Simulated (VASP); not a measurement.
Write the native input for VASP 6.6.1 that does the following.

- Task: single point
- Functional: PBEsol
- Potentials or basis: VASP PAW PBE potentials, release 64 (Sb_d_GW)
- Cutoff: 500 eV
- k mesh: 6 × 6 × 6
- Occupations: gaussian, width 0.1 eV
- Spin: no spin polarisation
- Dipole correction: no
- Further INCAR settings: ALGO = Normal; EDIFF = 1e-06; NBANDS = 22

The structure of Sb lies in POSCAR:

```
Sb
1.0
    2.0935312962      1.2087008574      3.5514985729
   -2.0935312962      1.2087008574      3.5514985729
    0.0000000000     -2.4174017148      3.5514985729
Sb
2
Direct
    0.2387094459      0.2387094459      0.2387094459
    0.7612905541      0.7612905541      0.7612905541
```

The input as run:

INCAR

```
ALGO = Normal ; EDIFF = 1E-6
ENCUT = 500 ; GGA = PS
GGA_COMPAT = False ; ISIF = 2
ISMEAR = 0 ; LASPH = True
LCHARG = True ; LELF = True
LREAL = False ; LVHAR = True
LWAVE = False ; NBANDS = 22
NELM = 120 ; PREC = Accurate
SIGMA = 0.1
```

KPOINTS

```
k-points
0
Gamma
  6 6 6
```

Potentials or basis: VASP PAW PBE potentials, release 64 (Sb_d_GW).

Command:

```console
$ cat potpaw_PBE.64/Sb_d_GW/POTCAR > POTCAR
$ mpirun -np 1 vasp_std > vasp.out
```

Results of the run:

- Pressure: 6.5 GPa
- Largest force: 0.045 eV/Å
- Band gap on the k mesh: zero (bands 15 and 16 overlap by 0.62 eV)

Caveat: the cell stands under pressure; the PAW data sets were made with another functional, which shifts forces and pressure a little; spin-orbit coupling is left out, which moves the levels of the heavy elements.

Run time: 40 s on 1 thread of Intel(R) Xeon(R) Platinum 8259CL CPU @ 2.50GHz (Skylake/Cascade Lake), on a shared host, peak memory 0.2 GiB.
